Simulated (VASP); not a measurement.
Here is a VASP 6.6.1 calculation.

INCAR

```
PREC = Accurate
ENCUT = 520
EDIFF = 1E-6
ISMEAR = 0
SIGMA = 0.1
LREAL = False
LASPH = True
NELM = 80
ALGO = Normal
ISIF = 2
LWAVE = False
LCHARG = False
GGA = PE
NBANDS = 25
```

File KPOINTS:

```
regular mesh
0
Gamma
  12 12 8
```

POSCAR

```
GeP4
1.0
    4.5369044449      0.0000000000      0.0000000000
   -2.2684522224      3.9290745038      0.0000000000
    0.0000000000      0.0000000000      4.7989280814
Ge P
1 4
Direct
    0.0000000000      0.0000000000      0.0000000000
    0.3333333333      0.6666666667      0.0000000000
    0.6666666667      0.3333333333      0.0000000000
    0.3333333333      0.6666666667      0.5000000000
    0.6666666667      0.3333333333      0.5000000000
```

Potentials or basis: VASP PAW PBE potentials, release 64 (Ge_d, P).

The run is started by

```console
$ cat potpaw_PBE.64/Ge_d/POTCAR potpaw_PBE.64/P/POTCAR > POTCAR
$ mpirun -np 1 vasp_std > vasp.out
```

Q: What does it give for the pressure?

A: -0.1 GPa.

Q: Predict the band gap on the k mesh.

A: Zero (band 17 reaches 8.52 eV, above the bottom of band 18 at 5.46 eV).

Stress tensor (GPa, compression positive):
```
-0.07  0.00  0.00
 0.00 -0.07  0.00
 0.00  0.00 -0.21
```
